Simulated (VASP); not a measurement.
Wanted: the native input for a VASP 6.6.1 run.

- Task: single point
- Functional: PBE
- Potentials or basis: VASP PAW PBE potentials, release 64 (Cu)
- Cutoff: 520 eV
- k mesh: 21 × 21 × 10
- Occupations: gaussian, width 0.15 eV
- Spin: no spin polarisation
- Dipole correction: no
- Further INCAR settings: ALGO = Fast; EDIFF = 1e-06; NBANDS = 18

The structure of Cu lies in POSCAR:

```
Cu
1.0
    2.5672412656      0.0000000000      0.0000000000
   -1.2836206328      2.2232961536      0.0000000000
    0.0000000000      0.0000000000      4.1920560930
Cu
2
Direct
    0.3333333333      0.6666666667      0.2500000000
    0.6666666667      0.3333333333      0.7500000000
```

One way to write it, as run:

INCAR

```
SYSTEM = Cu
PREC = Accurate ; ENCUT = 520
EDIFF = 1E-6 ; ISMEAR = 0
SIGMA = 0.15 ; LREAL = .FALSE.
LASPH = .TRUE. ; NELM = 60
ALGO = Fast ; ISIF = 2
LWAVE = .FALSE. ; LCHARG = .TRUE.
GGA = PE ; LELF = .TRUE.
LVHAR = .TRUE. ; NBANDS = 18
```

KPOINTS

```
regular mesh
0
G
  21 21 10
  0 0 0
```

Potentials or basis: VASP PAW PBE potentials, release 64 (Cu).

Command:

```bash
$ cat potpaw_PBE.64/Cu/POTCAR > POTCAR
$ mpirun -np 1 vasp_std > vasp.out
```

It gave:

| Property | Result |
| --- | --- |
| Pressure | 1.2 GPa |
| Band gap on the k mesh | zero (band 11 reaches 11.44 eV, above the bottom of band 12 at 5.49 eV) |

Run time: 48 s on 1 thread of Intel(R) Xeon(R) 6975P-C (Granite Rapids) (shared host), peak memory 0.21 GiB.
